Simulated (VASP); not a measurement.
# Hf2S: single point with PBEsol

The system is Hf2S.

```
Hf S
1.0
     3.26501    0.00000    0.00000
    -1.63250    2.82758    0.00000
     0.00000    0.00000   11.51877
Hf S
4 2
Direct
  0.66667 0.33333 0.89912
  0.33333 0.66667 0.39912
  0.66667 0.33333 0.60088
  0.33333 0.66667 0.10088
  0.00000 0.00000 0.75000
  0.00000 0.00000 0.25000
```

```
Program             : VASP 6.6.1
Task                : single point
Functional          : PBEsol
Potentials or basis : VASP PAW PBE potentials, release 64 (Hf_pv, S)
Cutoff              : 520 eV
k mesh              : 12 × 12 × 4
Occupations         : gaussian, width 0.1 eV
Spin                : no spin polarisation
```

```
Pressure               : 9.4 GPa
Band gap on the k mesh : zero (bands 26 and 27 overlap by 1.05 eV)
```

Levels at points of the mesh, in eV from the Fermi level:
```tsv
k point	band 24	band 25	band 26	band 27	band 28	band 29
(0.00, 0.00, 0.00)	-0.13	-0.11	0.53	0.53	0.61	0.61
(0.50, 0.00, 0.00)	-1.36	-1.14	-0.65	-0.52	0.96	1.03
(0.00, 0.00, 0.50)	-1.15	0.46	0.46	0.46	0.46	1.45
(0.50, 0.00, 0.50)	-1.84	-0.84	-0.84	0.32	0.32	1.59
```

Wall time 4.4 min on 1 thread of Intel Xeon 8259CL, with other jobs on the host, peak memory 0.32 GiB.

Caveat: the cell stands under pressure; the PAW data sets were made with another functional, which shifts forces and pressure a little; spin-orbit coupling is left out, which moves the levels of the heavy elements.
